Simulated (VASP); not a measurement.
# Cs2AgBiBr6 (Fm-3m) in VASP: notebook

Cs2AgBiBr6 is run at these levels: r2SCAN; tasks: single point.

Program: VASP 6.6.1. These are calculated values, not measurements. Logs are shortened: lines on timing, memory, paths and dates and some standing lists are left out, and cuts for length are marked.

**1. The cell of the first run**

It takes space group Fm-3m (No. 225, cubic). The conventional cell has a = 11.231 Å, b = 11.231 Å, c = 11.231 Å, α = 90.00°, β = 90.00°, γ = 90.00°. Cs (site symmetry -43m) has 12 Br at 3.97 Å and 4 Ag at 4.86 Å and 4 Bi at 4.86 Å within 5.2 Å. Ag (site symmetry m-3m) has 6 Br at 2.79 Å within 3.7 Å. Bi (site symmetry m-3m) has 6 Br at 2.83 Å within 3.7 Å. Br (site symmetry 4mm) has 1 Ag at 2.79 Å and 1 Bi at 2.83 Å within 3.7 Å.

**2. Single point, r2SCAN (35.42 Å³/atom)**

Input file POSCAR:

```
Cs2AgBiBr6
1.0
    0.0000000000      5.6154979406      5.6154979406
    5.6154979406      0.0000000000      5.6154979406
    5.6154979406      5.6154979406      0.0000000000
Cs Ag Bi Br
2 1 1 6
Direct
    0.2500000000      0.2500000000      0.2500000000
    0.7500000000      0.7500000000      0.7500000000
    0.5000000000      0.5000000000      0.5000000000
    0.0000000000      0.0000000000      0.0000000000
    0.2518243557      0.7481756443      0.2518243557
    0.2518243557      0.7481756443      0.7481756443
    0.7481756443      0.2518243557      0.7481756443
    0.7481756443      0.2518243557      0.2518243557
    0.2518243557      0.2518243557      0.7481756443
    0.7481756443      0.7481756443      0.2518243557
```

Input file INCAR.step1:

```
PREC = Accurate
ENCUT = 520
ISMEAR = 0
SIGMA = 0.01
LREAL = F
LASPH = T
NELM = 60
NBANDS = 54
GGA = PE
ALGO = Normal
EDIFF = 1E-4
LWAVE = T
LCHARG = F
```

Input file INCAR.step2:

```
PREC = Accurate
ENCUT = 520
EDIFF = 1E-6
ISMEAR = 0
SIGMA = 0.01
LREAL = F
LASPH = T
NELM = 60
ALGO = Normal
ISIF = 2
LWAVE = F
LCHARG = F
METAGGA = R2SCAN
LMIXTAU = T
NBANDS = 54
ISTART = 1
```

Input file KPOINTS:

```
regular mesh
0
Gamma
  4 4 4
```

Potentials or basis: VASP PAW PBE potentials, release 64 (Cs_sv, Ag, Bi_d, Br).

Run with:

```
$ cat potpaw_PBE.64/Cs_sv/POTCAR potpaw_PBE.64/Ag/POTCAR potpaw_PBE.64/Bi_d/POTCAR potpaw_PBE.64/Br/POTCAR > POTCAR
$ cp INCAR.step1 INCAR
$ mpirun -np 1 vasp_std > vasp.out
$ cp INCAR.step2 INCAR
$ mpirun -np 1 vasp_std > vasp.out
```

OUTCAR:

```text
PREC = Accurate
   ENCUT = 520
   EDIFF = 1E-6
   ISMEAR = 0
   LREAL = F
   LASPH = T
   NELM = 60
   ISIF = 2
   METAGGA = R2SCAN
   ISTART = 1

 ion  position               nearest neighbor table
   1  0.250  0.250  0.250-
   2  0.750  0.750  0.750-
   3  0.500  0.500  0.500-   5 2.79   6 2.79   7 2.79   8 2.79   9 2.79  10 2.79
   4  0.000  0.000  0.000-   5 2.83   6 2.83   7 2.83   8 2.83   9 2.83  10 2.83
   5  0.252  0.748  0.252-   3 2.79   4 2.83
   6  0.252  0.748  0.748-   3 2.79   4 2.83
   7  0.748  0.252  0.748-   3 2.79   4 2.83
   8  0.748  0.252  0.252-   3 2.79   4 2.83
   9  0.252  0.252  0.748-   3 2.79   4 2.83
  10  0.748  0.748  0.252-   3 2.79   4 2.83

  LATTYP: Found a face centered cubic cell.
 ALAT       =    11.2309958812

  Lattice vectors:

 A1 = (   0.0000000000,   5.6154979406,   5.6154979406)
 A2 = (   5.6154979406,   0.0000000000,   5.6154979406)
 A3 = (   5.6154979406,   5.6154979406,   0.0000000000)

Analysis of symmetry for initial positions (statically):
=====================================================================
 Subroutine PRICEL returns:
 Original cell was already a primitive cell.

 Routine SETGRP: Setting up the symmetry group for a
 face centered cubic supercell.

 Subroutine GETGRP returns: Found 48 space group operations
 (whereof 48 operations were pure point group operations)
 out of a pool of 48 trial point group operations.

The static configuration has the point symmetry O_h .

Analysis of symmetry for dynamics (positions and initial velocities):
=====================================================================
 Subroutine PRICEL returns:
 Original cell was already a primitive cell.

 Routine SETGRP: Setting up the symmetry group for a
 face centered cubic supercell.

 Subroutine GETGRP returns: Found 48 space group operations
 (whereof 48 operations were pure point group operations)
 out of a pool of 48 trial point group operations.

The dynamic configuration has the point symmetry O_h .

 Subroutine INISYM returns: Found 48 space group operations
 (whereof 48 operations are pure point group operations),
 and found     1 'primitive' translations

----------------------------------------------------------------------------------------

                                     Primitive cell

  volume of cell :     354.1562

  direct lattice vectors                    reciprocal lattice vectors
     0.000000000  5.615497941  5.615497941    -0.089039299  0.089039299  0.089039299
     5.615497941  0.000000000  5.615497941     0.089039299 -0.089039299  0.089039299
     5.615497941  5.615497941  0.000000000     0.089039299  0.089039299 -0.089039299

  length of vectors
     7.941513347  7.941513347  7.941513347     0.154220590  0.154220590  0.154220590

  position of ions in fractional coordinates (direct lattice)
     0.250000000  0.250000000  0.250000000
     0.750000000  0.750000000  0.750000000
     0.500000000  0.500000000  0.500000000
     0.000000000  0.000000000  0.000000000
     0.251824356  0.748175644  0.251824356
     0.251824356  0.748175644  0.748175644
     0.748175644  0.251824356  0.748175644
     0.748175644  0.251824356  0.251824356
     0.251824356  0.251824356  0.748175644
     0.748175644  0.748175644  0.251824356

  ion indices of the primitive-cell ions
   primitive index   ion index
                 1           1
                 2           2
                 3           3
                 4           4
                 5           5
                 6           6
                 7           7
                 8           8
                 9           9
                10          10

----------------------------------------------------------------------------------------

 KPOINTS: regular mesh

Automatic generation of k-mesh.
 Grid dimensions read from file:
 generate k-points for:    4    4    4

 Generating k-lattice:

  Cartesian coordinates                     Fractional coordinates (reciprocal lattice)
    -0.022259825  0.022259825  0.022259825     0.250000000  0.000000000  0.000000000
     0.022259825 -0.022259825  0.022259825     0.000000000  0.250000000  0.000000000
     0.022259825  0.022259825 -0.022259825     0.000000000  0.000000000  0.250000000

  Length of vectors
     0.038555147  0.038555147  0.038555147

  Shift w.r.t. Gamma in fractional coordinates (k-lattice)
     0.000000000  0.000000000  0.000000000

 Subroutine IBZKPT returns following result:
 ===========================================

 Found      8 irreducible k-points:

 Following reciprocal coordinates:
            Coordinates               Weight
  0.000000  0.000000  0.000000      1.000000
  0.250000  0.000000  0.000000      8.000000
  0.500000  0.000000  0.000000      4.000000
  0.250000  0.250000  0.000000      6.000000
  0.500000  0.250000  0.000000     24.000000
 -0.250000  0.250000  0.000000     12.000000
  0.500000  0.500000  0.000000      3.000000
 -0.250000  0.500000  0.250000      6.000000
   k-points           NKPTS =      8   k-points in BZ     NKDIM =      8   number of bands    NBANDS=     54
   number of dos      NEDOS =    301   number of ions     NIONS =     10
   total plane-waves  NPLWV = 216000
   dimension x,y,z NGX =    60 NGY =   60 NGZ =   60
   dimension x,y,z NGXF=   120 NGYF=  120 NGZF=  120
   ions per type =               2   1   1   6
   NGX,Y,Z   is equivalent  to a cutoff of  12.56, 12.56, 12.56 a.u.
   NGXF,Y,Z  is equivalent  to a cutoff of  25.12, 25.12, 25.12 a.u.
 SYSTEM =  unknown system
   PREC   = accura    normal or accurate (medium, high low for compatibility)
   ISTART =      1    job   : 0-new  1-cont  2-samecut
   ICHARG =      0    charge: 1-file 2-atom 10-const
   ISPIN  =      1    spin polarized calculation?
   LNONCOLLINEAR =      F non collinear calculations
   LSORBIT =      F    spin-orbit coupling
   LASPH  =      T    aspherical Exc in radial PAW
   ENCUT  =  520.0 eV  38.22 Ry    6.18 a.u.  14.77 14.77 14.77*2*pi/ulx,y,z
   NELM   =     60;   NELMIN=  2; NELMDL=  0     # of ELM steps
   EDIFF  = 0.1E-05   stopping-criterion for ELM
   LREAL  =      F    real-space projection
   EDIFFG = 0.1E-04   stopping-criterion for IOM
   NSW    =      0    number of steps for IOM
   IBRION =     -1    ionic relax: 0-MD 1-quasi-New 2-CG
   NFREE  =      0    steps in history (QN), initial steepest desc. (CG)
   ISIF   =      2    stress and relaxation
   ISYM   =      2    0-nonsym 1-usesym 2-fastsym
   POTIM  = 0.5000    time-step for ionic-motion
   TEBEG  =    0.0;   TEEND  =   0.0 temperature during run
   PSTRESS=    0.0 pullay stress
   NELECT =      86.0000    total number of electrons
   NUPDOWN=      -1.0000    fix difference up-down
   EMIN   =  10.00;   EMAX   =-10.00  energy-range for DOS
   EFERMI =   0.00;   METHOD = LEGACY
   ISMEAR =     0;   SIGMA  =   0.01  broadening in eV -4-tet -1-fermi 0-gaus
   EFERMI_NEDOS =   21; number of points for ismear=-14 and -15
   IALGO  =     38    algorithm
   IMIX   =      4    mixing-type and parameters
     AMIX     =   0.40;   BMIX     =  1.00
     AMIX_MAG =   1.60;   BMIX_MAG =  1.00
  volume/ion in A,a.u.               =      35.42       239.00
  Fermi-wavevector in a.u.,A,eV,Ry     =   1.021353  1.930078 14.193091  1.043163
  Thomas-Fermi vector in A             =   2.154973
   LORBIT       =      0    0 simple, 1 ext, 2 COOP (PROOUT), +10 PAW based schemes
   METAGGA = R2SCAN    functional components
   LHFCALC =     F    Hartree Fock is set to
   AEXX    =    0.0000 exact exchange contribution
   IVDW    =     0    specifies the selected vdW correction
   LEPSILON=     F    determine dielectric tensor
   LRPA    =     F    only Hartree local field effects (RPA)
 non-spin polarized calculation
 Gauss-broadening in eV      SIGMA  =   0.01
  energy-cutoff  :      520.00
  volume of cell :      354.16
 maximum number of plane-waves:      9577
   NGX = 29   NGY = 29   NGZ = 29

 number of electron      86.0000003 magnetization

 Free energy of the ion-electron system (eV)
  ---------------------------------------------------
  ext. energy  EPLUGINS =         0.00000000
  ---------------------------------------------------
  free energy    TOTEN  =      -222.49534694 eV

  energy without entropy =     -222.49534694  energy(sigma->0) =     -222.49534694

 E-fermi :   1.2473     XC(G=0):  -8.6007

 val. band max:        1.1900229873   @ k =   0.5000   0.5000   0.0000
 cond. band min:       2.8102610766   @ k =   0.5000   0.0000   0.0000
 fundamental gap:      1.6202380893
 Fermi energy:         1.2472979396

 k-point     1 :       0.0000    0.0000    0.0000
  band No.  band energies     occupation
      1     -22.6974      2.00000
      2     -22.6974      2.00000
      3     -22.6500      2.00000
      4     -22.6500      2.00000
      5     -22.6500      2.00000
      6     -20.2374      2.00000
[... 46 lines left out ...]
     53       7.0241      0.00000
     54       7.0241      0.00000

 k-point     2 :       0.2500    0.0000    0.0000
  band No.  band energies     occupation
      1     -22.6974      2.00000
      2     -22.6974      2.00000
      3     -22.6500      2.00000
      4     -22.6500      2.00000
      5     -22.6500      2.00000
      6     -20.2361      2.00000
[... 46 lines left out ...]
     53       7.3333      0.00000
     54       7.3946      0.00000
[... 283 lines left out ...]
     53       7.9314      0.00000
     54       8.4569      0.00000

 k-point     8 :      -0.2500    0.5000    0.2500
  band No.  band energies     occupation
      1     -22.6974      2.00000
      2     -22.6974      2.00000
      3     -22.6500      2.00000
      4     -22.6500      2.00000
      5     -22.6500      2.00000
      6     -20.2333      2.00000
[... 46 lines left out ...]
     53       7.7174      0.00000
     54       8.0187      0.00000

------------------------ aborting loop because EDIFF is reached ----------------------------------------

  FORCE on cell =-STRESS in cart. coord.  units (eV):
  Direction    XX          YY          ZZ          XY          YZ          ZX
  --------------------------------------------------------------------------------------
  -------------------------------------------------------------------------------------
  Total        1.9722602      1.9722602      1.9722602     -0.0000000      0.0000000     -0.0000000
  in kB        8.9223648      8.9223648      8.9223648     -0.0000000      0.0000000     -0.0000000
  external PRESSURE =       8.9223648 kB  Pullay stress =       0.0000000 kB

 VOLUME and BASIS-vectors are now :
 -----------------------------------------------------------------------------
  energy-cutoff  :      520.00
  volume of cell :      354.16
      direct lattice vectors                 reciprocal lattice vectors
     0.000000000  5.615497941  5.615497941    -0.089039299  0.089039299  0.089039299
     5.615497941  0.000000000  5.615497941     0.089039299 -0.089039299  0.089039299
     5.615497941  5.615497941  0.000000000     0.089039299  0.089039299 -0.089039299

 POSITION                                       TOTAL-FORCE (eV/Angst)
 -----------------------------------------------------------------------------------
      2.80775      2.80775      2.80775         0.000000      0.000000      0.000000
      8.42325      8.42325      8.42325         0.000000      0.000000      0.000000
      5.61550      5.61550      5.61550         0.000000      0.000000      0.000000
      0.00000      0.00000      0.00000         0.000000      0.000000      0.000000
      5.61550      2.82824      5.61550         0.000000      0.104182      0.000000
      8.40276      5.61550      5.61550        -0.104182      0.000000      0.000000
      5.61550      8.40276      5.61550         0.000000     -0.104182      0.000000
      2.82824      5.61550      5.61550         0.104182      0.000000      0.000000
      5.61550      5.61550      2.82824         0.000000      0.000000      0.104182
      5.61550      5.61550      8.40276         0.000000      0.000000     -0.104182
 -----------------------------------------------------------------------------------
    total drift:                               -0.000000      0.000000      0.000000

  FREE ENERGIE OF THE ION-ELECTRON SYSTEM (eV)
  ---------------------------------------------------
  free  energy   TOTEN  =      -222.4953469360 eV

  energy  without entropy=     -222.4953469360  energy(sigma->0) =     -222.49534694
```

It took 8.4 min on 1 thread of AMD EPYC 9R45 (Zen 5), shared host; peak memory 0.61 GiB.

What came out:

- Free energy: -222.4953 eV
- Pressure: 0.9 GPa
- Largest force: 0.104 eV/Å
- Band gap on the k mesh: 1.62 eV (least direct gap 2.81 eV)

Forces on the atoms (eV/Å):
```
Cs   0.000  0.000  0.000
Cs   0.000  0.000  0.000
Ag   0.000  0.000  0.000
Bi   0.000  0.000  0.000
Br   0.000  0.104  0.000
Br  -0.104  0.000  0.000
Br   0.000 -0.104  0.000
Br   0.104  0.000  0.000
Br   0.000  0.000  0.104
Br   0.000  0.000 -0.104
```

Levels at points of the mesh, in eV from the valence-band top:
```csv
k point,band 41,band 42,band 43,band 44,band 45,band 46
"(0.00, 0.00, 0.00)",-1.37,-0.71,-0.71,2.61,2.61,2.61
"(0.50, 0.00, 0.00)",-1.47,-1.34,-1.34,1.62,3.96,3.96
"(0.50, 0.50, 0.00)",-1.39,-0.71,0.00,3.09,3.09,3.44
```

Caveat: the PAW data sets were made with another functional, which shifts forces and pressure a little; spin-orbit coupling is left out, which moves the levels of the heavy elements. r2SCAN opens gaps a little over a GGA but as a rule still falls short of measured ones.

**3. Single point, r2SCAN (38.70 Å³/atom)**

This run uses another cell than the first one, of 38.70 Å³/atom.

Changes to POSCAR since step 2:

```diff
@@ -2,5 +2,5 @@
 1.0
-    0.0000000000      5.6154979406      5.6154979406
-    5.6154979406      0.0000000000      5.6154979406
-    5.6154979406      5.6154979406      0.0000000000
+    0.0000000000      5.7840625737      5.7840625737
+    5.7840625737      0.0000000000      5.7840625737
+    5.7840625737      5.7840625737      0.0000000000
 Cs Ag Bi Br
```

Input file INCAR.step1:

```
ALGO     = Normal         # electronic algorithm
EDIFF    = 1E-4           # SCF threshold, eV
ENCUT    = 520            # plane-wave cutoff, eV
GGA      = PE             # functional
ISMEAR   = 0              # smearing method
LASPH    = T              # aspherical terms in the spheres
LCHARG   = F              # write CHGCAR
LREAL    = F              # projectors in reciprocal space
LWAVE    = T              # write WAVECAR
NBANDS   = 54             # bands
NELM     = 100            # most SCF steps
PREC     = Accurate       # precision mode
SIGMA    = 0.01           # smearing width, eV
```

Input file INCAR.step2:

```
ALGO     = Normal         # electronic algorithm
EDIFF    = 1E-6           # SCF threshold, eV
ENCUT    = 520            # plane-wave cutoff, eV
ISIF     = 2              # what is computed and relaxed
ISMEAR   = 0              # smearing method
ISTART   = 1            
LASPH    = T              # aspherical terms in the spheres
LCHARG   = F              # write CHGCAR
LMIXTAU  = T            
LREAL    = F              # projectors in reciprocal space
LWAVE    = F              # write WAVECAR
METAGGA  = R2SCAN         # meta-GGA
NBANDS   = 54             # bands
NELM     = 100            # most SCF steps
PREC     = Accurate       # precision mode
SIGMA    = 0.01           # smearing width, eV
```

Input file KPOINTS:

```
k-points
0
Gamma
  4 4 4
```

Potentials or basis: VASP PAW PBE potentials, release 64 (Cs_sv, Ag, Bi_d, Br).

Run with:

```
$ cat potpaw_PBE.64/Cs_sv/POTCAR potpaw_PBE.64/Ag/POTCAR potpaw_PBE.64/Bi_d/POTCAR potpaw_PBE.64/Br/POTCAR > POTCAR
$ cp INCAR.step1 INCAR
$ mpirun -np 1 vasp_std > vasp.out
$ cp INCAR.step2 INCAR
$ mpirun -np 1 vasp_std > vasp.out
```

Wall time 24 min (1 thread of Intel Xeon Platinum 8259CL at 2.50GHz (Skylake/Cascade Lake), shared host); peak memory 0.74 GiB.

It converged, with:

| Quantity | Value |
| --- | --- |
| Free energy | -222.4275 eV |
| Pressure | -1.4 GPa |
| Largest force | 0.158 eV/Å |
| Band gap on the k mesh | 1.71 eV (least direct gap 2.75 eV) |

Forces on the atoms (eV/Å):
```
Cs   0.000  0.000  0.000
Cs   0.000  0.000  0.000
Ag   0.000  0.000  0.000
Bi   0.000  0.000  0.000
Br   0.000 -0.158  0.000
Br   0.158  0.000  0.000
Br   0.000  0.158  0.000
Br  -0.158  0.000  0.000
Br   0.000  0.000 -0.158
Br   0.000  0.000  0.158
```

Levels at points of the mesh, in eV from the valence-band top:
```
           k point  band 39  band 40  band 41  band 42  band 43  band 44  band 45  band 46  band 47  band 48
(0.00, 0.00, 0.00)    -1.01    -1.01    -1.01    -0.54    -0.54     2.66     2.66     2.66     4.28     5.31
(0.50, 0.00, 0.00)    -1.29    -1.28    -1.26    -1.05    -1.05     1.71     3.76     3.76     5.65     5.81
(0.50, 0.50, 0.00)    -1.32    -1.32    -1.02    -0.55     0.00     3.05     3.05     3.33     4.81     5.90
```

Caveat: the PAW data sets were made with another functional, which shifts forces and pressure a little; spin-orbit coupling is left out, which moves the levels of the heavy elements. A k mesh can miss the band edges.

(Part 1 of 3 ends here.)
